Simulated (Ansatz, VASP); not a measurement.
# CoO: VASP beside Ansatz

```
Co O
1.0
     0.00000    2.13150    2.13150
     2.13150    0.00000    2.13150
     2.13150    2.13150    0.00000
Co O
1 1
Direct
  0.00000 0.00000 0.00000
  0.50000 0.50000 0.50000
```

Alike in both runs: task single point; functional PBEsol-based global hybrid with a share of 0.25 of exact exchange; k mesh 6 × 6 × 6; occupations fermi-dirac, width 0.05 eV; collinear spin.

|  | VASP | Ansatz |
| --- | --- | --- |
| version | VASP 6.6.1 | Ansatz 0.2.0 |
| potentials or method | VASP PAW PBE potentials, release 64 (Co, O) | Ansatz PAW |
| plane-wave cutoff (eV) | 520 | 420 |
| valence electrons in the cell | 15 | 23 |

Ansatz gave:

| Item | Value |
| --- | --- |
| gap on the k mesh at the Fermi level (eV) | none |
| pressure (GPa) | -15.2 |
| net moment per atom (μB) | 1.50 |
| size of the moment on the site where the two differ most (μB) | 2.68 |

Task: Estimate VASP's values.

Result: gap on the k mesh at the Fermi level (eV): none; pressure (GPa): -15.3; net moment per atom (μB): 1.50; size of the moment on the site where the two differ most (μB): 2.72.

VASP's potentials were made for PBE, not for PBEsol-based global hybrid. Site moments also hang on the region over which each program counts them. A gap of «none» marks a metal or a gap that the smearing closes. VASP's potentials hold 15 valence electrons a cell and Ansatz's 23, so a difference there can come from the potentials and not from the codes.

The k mesh is coarse, so the values compare programs but aren't converged. Noted on Ansatz's run: the magnetic or orbital state may not be the lowest.
